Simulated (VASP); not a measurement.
A run of VASP 6.6.1 is set up as follows.

Contents of POSCAR:

```
BaSrHfZrO6
1.0
    5.9178388204      0.0000000000      0.0000000000
    0.0000000000      5.9181134400      0.0000000000
   -0.0019551199      0.0000000000      8.3699169486
Ba Sr Zr Hf O
2 2 2 2 12
Direct
    0.7537886700      0.5069062700      0.4999474900
    0.2462113300      0.0069062700      0.5000525100
    0.7518624500      0.4895568100      0.0000857400
    0.2481375500      0.9895568100      0.9999142600
    0.7503151700      0.9996723200      0.7548295500
    0.2496848300      0.4996723200      0.2451704500
    0.2496783500      0.4996747600      0.7546689100
    0.7503216500      0.9996747600      0.2453310900
    0.0208981200      0.7673957800      0.7360741500
    0.9791018800      0.2673957800      0.2639258500
    0.4781984400      0.2320036100      0.7807870500
    0.5218015600      0.7320036100      0.2192129500
    0.9827989900      0.2707669000      0.7360789400
    0.0172010100      0.7707669000      0.2639210600
    0.5178317300      0.7283015800      0.7808051500
    0.4821682700      0.2283015800      0.2191948500
    0.8034467700      0.0075094200      0.0015977200
    0.1965532300      0.5075094200      0.9984022800
    0.7160795400      0.9982125400      0.4977956600
    0.2839204600      0.4982125400      0.5022043400
```

Contents of INCAR.step1:

```
PREC = Accurate ; ENCUT = 520
ISMEAR = -1 ; SIGMA = 0.02
LREAL = Auto ; LASPH = T
NELM = 100 ; NBANDS = 94
GGA = PE ; ALGO = Normal
EDIFF = 1E-4 ; LWAVE = T
LCHARG = F ; KPAR = 4
```

The input INCAR.step2:

```
PREC = Accurate ; ENCUT = 520
EDIFF = 1E-8 ; ISMEAR = -1
SIGMA = 0.02 ; LREAL = Auto
LASPH = T ; NELM = 100
ALGO = Normal ; ISIF = 2
LWAVE = F ; LCHARG = F
METAGGA = R2SCAN ; LMIXTAU = T
LEFG = T ; NBANDS = 94
ISTART = 1 ; KPAR = 4
```

Contents of KPOINTS:

```
Automatic mesh
0
Gamma
  4 4 3
```

Potentials or basis: VASP PAW PBE potentials, release 64 (Ba_sv, Sr_sv, Zr_sv, Hf_pv, O).

Command:

```bash
$ cat potpaw_PBE.64/Ba_sv/POTCAR potpaw_PBE.64/Sr_sv/POTCAR potpaw_PBE.64/Zr_sv/POTCAR potpaw_PBE.64/Hf_pv/POTCAR potpaw_PBE.64/O/POTCAR > POTCAR
$ cp INCAR.step1 INCAR
$ mpirun -np 4 vasp_std > vasp.out
$ cp INCAR.step2 INCAR
$ mpirun -np 4 vasp_std > vasp.out
```

Task: Estimate the largest force.

Result: 0.120 eV/Å.

Task: Predict the pressure.

Result: -4.1 GPa.

Stress tensor (GPa, compression positive):
```
-4.04  0.00  0.00
 0.00 -4.15  0.00
 0.00  0.00 -4.18
```

Caveat: the cell stands under tension; without QUAD_EFG the Cq values of the log hold for a quadrupole moment of 1 mb, not for the nuclei; the PAW data sets were made with another functional, which shifts forces and pressure a little.
